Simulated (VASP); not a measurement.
# ZnAu (Pm-3m) in VASP: further runs

Runs on ZnAu. Level: PBEsol. Tasks: electric field gradients.

Program: VASP 6.6.1. These are calculated values, not measurements. Logs are shortened: lines on timing, memory, paths and dates and some standing lists are left out, and cuts for length are marked.

## 1. The cell of the first run

Symmetry: Pm-3m, No. 221, cubic system. Conventional cell: a = 3.083 Å, b = 3.083 Å, c = 3.083 Å, α = 90.00°, β = 90.00°, γ = 90.00°. Zn (site symmetry m-3m) has 8 Au at 2.67 Å and 6 Zn at 3.08 Å within 3.5 Å. Au (site symmetry m-3m) has 8 Zn at 2.67 Å and 6 Au at 3.08 Å within 3.5 Å.

## 2. Electric field gradients, PBEsol (volume scaled by 0.94)

The input, INCAR:

```
PREC = Accurate
ENCUT = 520
EDIFF = 1E-8
ISMEAR = -1
SIGMA = 0.05
LREAL = F
LASPH = T
NELM = 80
ALGO = Normal
ISIF = 2
LWAVE = F
LCHARG = F
GGA = PS
LEFG = T
NBANDS = 18
```

The input, KPOINTS:

```
regular mesh
0
Gamma
  13 13 13
```

The input, POSCAR:

```
ZnAu
1.0
    3.0827574841      0.0000000000      0.0000000000
    0.0000000000      3.0827574841      0.0000000000
    0.0000000000      0.0000000000      3.0827574841
Zn Au
1 1
Direct
    0.5000000000      0.5000000000      0.5000000000
    0.0000000000      0.0000000000      0.0000000000
```

Potentials or basis: VASP PAW PBE potentials, release 64 (Zn, Au).

On the command line:

```
$ cat potpaw_PBE.64/Zn/POTCAR potpaw_PBE.64/Au/POTCAR > POTCAR
$ mpirun -np 1 vasp_std > vasp.out
```

OUTCAR:

```text
PREC = Accurate
   ENCUT = 520
   EDIFF = 1E-8
   ISMEAR = -1
   LREAL = F
   LASPH = T
   NELM = 80
   ISIF = 2
   GGA = PS

 ion  position               nearest neighbor table
   1  0.500  0.500  0.500-   2 2.67   2 2.67   2 2.67   2 2.67   2 2.67   2 2.67   2 2.67   2 2.67

   2  0.000  0.000  0.000-   1 2.67   1 2.67   1 2.67   1 2.67   1 2.67   1 2.67   1 2.67   1 2.67

  LATTYP: Found a simple cubic cell.
 ALAT       =     3.0827574841

  Lattice vectors:

 A1 = (   3.0827574841,   0.0000000000,   0.0000000000)
 A2 = (   0.0000000000,   3.0827574841,   0.0000000000)
 A3 = (   0.0000000000,   0.0000000000,   3.0827574841)

Analysis of symmetry for initial positions (statically):
=====================================================================
 Subroutine PRICEL returns:
 Original cell was already a primitive cell.

 Routine SETGRP: Setting up the symmetry group for a
 simple cubic supercell.

 Subroutine GETGRP returns: Found 48 space group operations
 (whereof 48 operations were pure point group operations)
 out of a pool of 48 trial point group operations.

The static configuration has the point symmetry O_h .

Analysis of symmetry for dynamics (positions and initial velocities):
=====================================================================
 Subroutine PRICEL returns:
 Original cell was already a primitive cell.

 Routine SETGRP: Setting up the symmetry group for a
 simple cubic supercell.

 Subroutine GETGRP returns: Found 48 space group operations
 (whereof 48 operations were pure point group operations)
 out of a pool of 48 trial point group operations.

The dynamic configuration has the point symmetry O_h .

 Subroutine INISYM returns: Found 48 space group operations
 (whereof 48 operations are pure point group operations),
 and found     1 'primitive' translations

----------------------------------------------------------------------------------------

                                     Primitive cell

  volume of cell :      29.2967

  direct lattice vectors                    reciprocal lattice vectors
     3.082757484  0.000000000  0.000000000     0.324384907  0.000000000  0.000000000
     0.000000000  3.082757484  0.000000000     0.000000000  0.324384907  0.000000000
     0.000000000  0.000000000  3.082757484     0.000000000  0.000000000  0.324384907

  length of vectors
     3.082757484  3.082757484  3.082757484     0.324384907  0.324384907  0.324384907

  position of ions in fractional coordinates (direct lattice)
     0.500000000  0.500000000  0.500000000
     0.000000000  0.000000000  0.000000000

  ion indices of the primitive-cell ions
   primitive index   ion index
                 1           1
                 2           2

----------------------------------------------------------------------------------------

 KPOINTS: regular mesh

Automatic generation of k-mesh.
 Grid dimensions read from file:
 generate k-points for:   13   13   13

 Generating k-lattice:

  Cartesian coordinates                     Fractional coordinates (reciprocal lattice)
     0.024952685  0.000000000  0.000000000     0.076923077  0.000000000  0.000000000
     0.000000000  0.024952685  0.000000000     0.000000000  0.076923077  0.000000000
     0.000000000  0.000000000  0.024952685     0.000000000  0.000000000  0.076923077

  Length of vectors
     0.024952685  0.024952685  0.024952685

  Shift w.r.t. Gamma in fractional coordinates (k-lattice)
     0.000000000  0.000000000  0.000000000

 Subroutine IBZKPT returns following result:
 ===========================================

 Found     84 irreducible k-points:

 Following reciprocal coordinates:
            Coordinates               Weight
  0.000000  0.000000  0.000000      1.000000
  0.076923  0.000000  0.000000      6.000000
  0.153846  0.000000  0.000000      6.000000
  0.230769  0.000000  0.000000      6.000000
  0.307692  0.000000  0.000000      6.000000
  0.384615  0.000000  0.000000      6.000000
[... 16 lines left out ...]
  0.307692  0.307692  0.000000     12.000000
  0.384615  0.307692  0.000000     24.000000
 [... further k-points ...]
   k-points           NKPTS =     84   k-points in BZ     NKDIM =     84   number of bands    NBANDS=     18
   number of dos      NEDOS =    301   number of ions     NIONS =      2
   total plane-waves  NPLWV =  13824
   dimension x,y,z NGX =    24 NGY =   24 NGZ =   24
   dimension x,y,z NGXF=    48 NGYF=   48 NGZF=   48
   ions per type =               1   1
   NGX,Y,Z   is equivalent  to a cutoff of  12.94, 12.94, 12.94 a.u.
   NGXF,Y,Z  is equivalent  to a cutoff of  25.89, 25.89, 25.89 a.u.
 SYSTEM =  unknown system
   PREC   = accura    normal or accurate (medium, high low for compatibility)
   ISTART =      0    job   : 0-new  1-cont  2-samecut
   ICHARG =      2    charge: 1-file 2-atom 10-const
   ISPIN  =      1    spin polarized calculation?
   LNONCOLLINEAR =      F non collinear calculations
   LSORBIT =      F    spin-orbit coupling
   LASPH  =      T    aspherical Exc in radial PAW
   ENCUT  =  520.0 eV  38.22 Ry    6.18 a.u.   5.73  5.73  5.73*2*pi/ulx,y,z
   NELM   =     80;   NELMIN=  2; NELMDL= -5     # of ELM steps
   EDIFF  = 0.1E-07   stopping-criterion for ELM
   LREAL  =      F    real-space projection
   EDIFFG = 0.1E-06   stopping-criterion for IOM
   NSW    =      0    number of steps for IOM
   IBRION =     -1    ionic relax: 0-MD 1-quasi-New 2-CG
   NFREE  =      0    steps in history (QN), initial steepest desc. (CG)
   ISIF   =      2    stress and relaxation
   ISYM   =      2    0-nonsym 1-usesym 2-fastsym
   POTIM  = 0.5000    time-step for ionic-motion
   TEBEG  =    0.0;   TEEND  =   0.0 temperature during run
   PSTRESS=    0.0 pullay stress
   NELECT =      23.0000    total number of electrons
   NUPDOWN=      -1.0000    fix difference up-down
   EMIN   =  10.00;   EMAX   =-10.00  energy-range for DOS
   EFERMI =   0.00;   METHOD = LEGACY
   ISMEAR =    -1;   SIGMA  =   0.05  broadening in eV -4-tet -1-fermi 0-gaus
   EFERMI_NEDOS =   21; number of points for ismear=-14 and -15
   IALGO  =     38    algorithm
   IMIX   =      4    mixing-type and parameters
     AMIX     =   0.40;   BMIX     =  1.00
     AMIX_MAG =   1.60;   BMIX_MAG =  1.00
  volume/ion in A,a.u.               =      14.65        98.85
  Fermi-wavevector in a.u.,A,eV,Ry     =   1.510236  2.853932 31.032332  2.280812
  Thomas-Fermi vector in A             =   2.620452
   LORBIT       =      0    0 simple, 1 ext, 2 COOP (PROOUT), +10 PAW based schemes
   GGA     = PS    functional components
   LHFCALC =     F    Hartree Fock is set to
   AEXX    =    0.0000 exact exchange contribution
   IVDW    =     0    specifies the selected vdW correction
   LEPSILON=     F    determine dielectric tensor
   LRPA    =     F    only Hartree local field effects (RPA)
 non-spin polarized calculation
  energy-cutoff  :      520.00
  volume of cell :       29.30
 maximum number of plane-waves:       804
 NGX is ok and might be reduce to    24
   NGX = 11   NGY = 11   NGZ = 11

 number of electron      22.9999970 magnetization

 Free energy of the ion-electron system (eV)
  ---------------------------------------------------
  ext. energy  EPLUGINS =         0.00000000
  ---------------------------------------------------
  free energy    TOTEN  =        -5.92312825 eV

  energy without entropy =       -5.91711617  energy(sigma->0) =       -5.92012221

 E-fermi :   7.7815     XC(G=0): -12.8915

 val. band max:        7.7134400815   @ k =   0.4615   0.3846   0.2308
 cond. band min:       7.8169316216   @ k =   0.3846   0.3077   0.1538
 fundamental gap:      0.1034915400
 Fermi energy:         7.7814760837

 k-point     1 :       0.0000    0.0000    0.0000
  band No.  band energies     occupation
      1      -3.5594      2.00000
      2      -0.7377      2.00000
      3      -0.7377      2.00000
      4       0.1267      2.00000
      5       0.1267      2.00000
      6       0.1267      2.00000
[... 10 lines left out ...]
     17      20.2802      0.00000
     18      26.2352      0.00000
[... 463 lines left out ...]
 k-point    24 :       0.3846    0.3077    0.0000
  band No.  band energies     occupation
      1      -0.9354      2.00000
      2      -0.5797      2.00000
      3      -0.1739      2.00000
      4      -0.0177      2.00000
      5       0.2536      2.00000
      6       0.9060      2.00000
[... 10 lines left out ...]
     17      21.8828      0.00000
     18      22.3990      0.00000

 [... further k-points ...]

------------------------ aborting loop because EDIFF is reached ----------------------------------------

  FORCE on cell =-STRESS in cart. coord.  units (eV):
  Direction    XX          YY          ZZ          XY          YZ          ZX
  --------------------------------------------------------------------------------------
  -------------------------------------------------------------------------------------
  Total        1.3406344      1.3406344      1.3406344     -0.0000000     -0.0000000      0.0000000
  in kB       73.3166926     73.3166926     73.3166926     -0.0000000     -0.0000000      0.0000000
  external PRESSURE =      73.3166926 kB  Pullay stress =       0.0000000 kB

 VOLUME and BASIS-vectors are now :
 -----------------------------------------------------------------------------
  energy-cutoff  :      520.00
  volume of cell :       29.30
      direct lattice vectors                 reciprocal lattice vectors
     3.082757484  0.000000000  0.000000000     0.324384907  0.000000000  0.000000000
     0.000000000  3.082757484  0.000000000     0.000000000  0.324384907  0.000000000
     0.000000000  0.000000000  3.082757484     0.000000000  0.000000000  0.324384907

 POSITION                                       TOTAL-FORCE (eV/Angst)
 -----------------------------------------------------------------------------------
      1.54138      1.54138      1.54138         0.000000      0.000000      0.000000
      0.00000      0.00000      0.00000         0.000000      0.000000      0.000000
 -----------------------------------------------------------------------------------
    total drift:                                0.000000      0.000000     -0.000000

  FREE ENERGIE OF THE ION-ELECTRON SYSTEM (eV)
  ---------------------------------------------------
  free  energy   TOTEN  =        -5.9231282458 eV

  energy  without entropy=       -5.9171161717  energy(sigma->0) =       -5.92012221

 Electric field gradients (V/A^2)
---------------------------------------------------------------------
 ion       V_xx      V_yy      V_zz      V_xy      V_xz      V_yz
---------------------------------------------------------------------
   1       0.000     0.000    -0.000     0.000     0.000    -0.000
   2      -0.000     0.000     0.000     0.000     0.000     0.000
---------------------------------------------------------------------

 Electric field gradients after diagonalization (V/A^2)
 (convention: |V_zz| > |V_xx| > |V_yy|)
----------------------------------------------------------------------
 ion       V_xx      V_yy      V_zz     asymmetry (V_yy - V_xx)/ V_zz
----------------------------------------------------------------------
   1       0.000     0.000    -0.000       0.136
   2       0.000    -0.000     0.000      -0.234
----------------------------------------------------------------------

           NMR quadrupolar parameters

 Cq : quadrupolar parameter    Cq=e*Q*V_zz/h
 eta: asymmetry parameters     (V_yy - V_xx)/ V_zz
 Q  : nuclear electric quadrupole moment in mb (millibarn)
----------------------------------------------------------------------
 ion       Cq(MHz)       eta       Q (mb)
----------------------------------------------------------------------
   1      -0.000       0.136       1.000
   2       0.000      -0.234       1.000
----------------------------------------------------------------------
```

Run time: 15 s. Hardware: 1 thread of Intel Xeon Platinum 8488C (Sapphire Rapids), shared host; peak memory 0.17 GiB.

Results:

* Free energy: -5.9231 eV
* Pressure: 7.3 GPa

Levels at points of the mesh, in eV from the Fermi level:
| k point | band 9 | band 10 | band 11 | band 12 | band 13 | band 14 |
| --- | --- | --- | --- | --- | --- | --- |
| (0.00, 0.00, 0.00) | -3.91 | -3.91 | -3.91 | 4.96 | 4.96 | 4.96 |

Caveat: without QUAD_EFG the Cq values of the log hold for a quadrupole moment of 1 mb, not for the nuclei; the PAW data sets were made with another functional, which shifts forces and pressure a little; spin-orbit coupling is left out, which moves the levels of the heavy elements.

## 3. Electric field gradients, PBEsol (volume scaled by 0.98)

The input, INCAR:

```
SYSTEM = ZnAu
PREC = Accurate
ENCUT = 520
EDIFF = 1E-8
ISMEAR = -1
SIGMA = 0.05
LREAL = .FALSE.
LASPH = .TRUE.
NELM = 80
ALGO = Normal
ISIF = 2
LWAVE = .FALSE.
LCHARG = .FALSE.
GGA = PS
LEFG = .TRUE.
NBANDS = 18
```

The input, KPOINTS:

```
regular mesh
0
G
  13 13 13
  0 0 0
```

The input, POSCAR:

```
ZnAu
1.0
    3.1258785582      0.0000000000      0.0000000000
    0.0000000000      3.1258785582      0.0000000000
    0.0000000000      0.0000000000      3.1258785582
Zn Au
1 1
Direct
    0.5000000000      0.5000000000      0.5000000000
    0.0000000000      0.0000000000      0.0000000000
```

Potentials or basis: VASP PAW PBE potentials, release 64 (Zn, Au).

On the command line:

```
$ cat potpaw_PBE.64/Zn/POTCAR potpaw_PBE.64/Au/POTCAR > POTCAR
$ mpirun -np 1 vasp_std > vasp.out
```

OUTCAR:

```text
SYSTEM = ZnAu
   PREC = Accurate
   ENCUT = 520
   EDIFF = 1E-8
   ISMEAR = -1
   LREAL = .FALSE.
   LASPH = .TRUE.
   NELM = 80
   ISIF = 2
   GGA = PS

 ion  position               nearest neighbor table
   1  0.500  0.500  0.500-   2 2.71   2 2.71   2 2.71   2 2.71   2 2.71   2 2.71   2 2.71   2 2.71

   2  0.000  0.000  0.000-   1 2.71   1 2.71   1 2.71   1 2.71   1 2.71   1 2.71   1 2.71   1 2.71

  LATTYP: Found a simple cubic cell.
 ALAT       =     3.1258785582

  Lattice vectors:

 A1 = (   3.1258785582,   0.0000000000,   0.0000000000)
[... 718 lines left out ...]
  free  energy   TOTEN  =        -5.9532182011 eV

  energy  without entropy=       -5.9470113474  energy(sigma->0) =       -5.95011477

 Electric field gradients (V/A^2)
---------------------------------------------------------------------
 ion       V_xx      V_yy      V_zz      V_xy      V_xz      V_yz
---------------------------------------------------------------------
   1       0.000     0.000    -0.000     0.000    -0.000     0.000
   2       0.000    -0.000    -0.000     0.000     0.000    -0.000
---------------------------------------------------------------------

 Electric field gradients after diagonalization (V/A^2)
 (convention: |V_zz| > |V_xx| > |V_yy|)
----------------------------------------------------------------------
 ion       V_xx      V_yy      V_zz     asymmetry (V_yy - V_xx)/ V_zz
----------------------------------------------------------------------
   1       0.000     0.000    -0.000       0.080
   2       0.000    -0.000    -0.000       0.304
----------------------------------------------------------------------

           NMR quadrupolar parameters

 Cq : quadrupolar parameter    Cq=e*Q*V_zz/h
 eta: asymmetry parameters     (V_yy - V_xx)/ V_zz
 Q  : nuclear electric quadrupole moment in mb (millibarn)
----------------------------------------------------------------------
 ion       Cq(MHz)       eta       Q (mb)
----------------------------------------------------------------------
   1      -0.000       0.080       1.000
   2      -0.000       0.304       1.000
----------------------------------------------------------------------
```

OSZICAR:

```text
N       E                     dE             d eps       ncg     rms          rms(c)
DAV:   1     0.131826499839E+03    0.13183E+03   -0.11447E+04  3144   0.165E+03
DAV:   2    -0.987039565852E+00   -0.13281E+03   -0.12696E+03  3068   0.320E+02
DAV:   3    -0.648628116710E+01   -0.54992E+01   -0.54610E+01  3374   0.695E+01
DAV:   4    -0.653235745537E+01   -0.46076E-01   -0.46059E-01  3300   0.560E+00
DAV:   5    -0.653285937308E+01   -0.50192E-03   -0.50191E-03  3302   0.629E-01    0.923E+00
DAV:   6    -0.599311642138E+01    0.53974E+00   -0.15261E+00  3292   0.144E+01    0.562E+00
DAV:   7    -0.596322443461E+01    0.29892E-01   -0.37778E-02  4190   0.343E+00    0.297E+00
DAV:   8    -0.595319821224E+01    0.10026E-01   -0.76042E-03  3140   0.922E-01    0.121E-01
DAV:   9    -0.595321210053E+01   -0.13888E-04   -0.35123E-04  3686   0.258E-01    0.605E-02
DAV:  10    -0.595321816215E+01   -0.60616E-05   -0.27401E-05  3672   0.564E-02    0.185E-02
DAV:  11    -0.595321831769E+01   -0.15555E-06   -0.31130E-06  3350   0.232E-02    0.401E-03
DAV:  12    -0.595321821529E+01    0.10240E-06   -0.45982E-08  3628   0.612E-03    0.779E-04
DAV:  13    -0.595321819976E+01    0.15528E-07   -0.78184E-09  1738   0.119E-03    0.870E-05
DAV:  14    -0.595321820114E+01   -0.13765E-08   -0.12288E-09  1640   0.601E-04
   1 F= -.59532182E+01 E0= -.59501148E+01  d E =-.620685E-02
```

Run time: 20 s. Hardware: 1 thread of Intel Xeon Platinum 8488C (Sapphire Rapids), shared host; peak memory 0.16 GiB.

Results:

```
Free energy : -5.9532 eV
Pressure    : 0.6 GPa
```

Levels at points of the mesh, in eV from the Fermi level:
| k point | band 7 | band 8 | band 9 | band 10 | band 11 | band 12 | band 13 | band 14 | band 15 | band 16 |
| --- | --- | --- | --- | --- | --- | --- | --- | --- | --- | --- |
| (0.00, 0.00, 0.00) | -5.54 | -5.54 | -3.81 | -3.81 | -3.81 | 4.93 | 4.93 | 4.93 | 9.03 | 12.22 |

Caveat: without QUAD_EFG the Cq values of the log hold for a quadrupole moment of 1 mb, not for the nuclei; the PAW data sets were made with another functional, which shifts forces and pressure a little; spin-orbit coupling is left out, which moves the levels of the heavy elements.

[end of part 1 of 2]
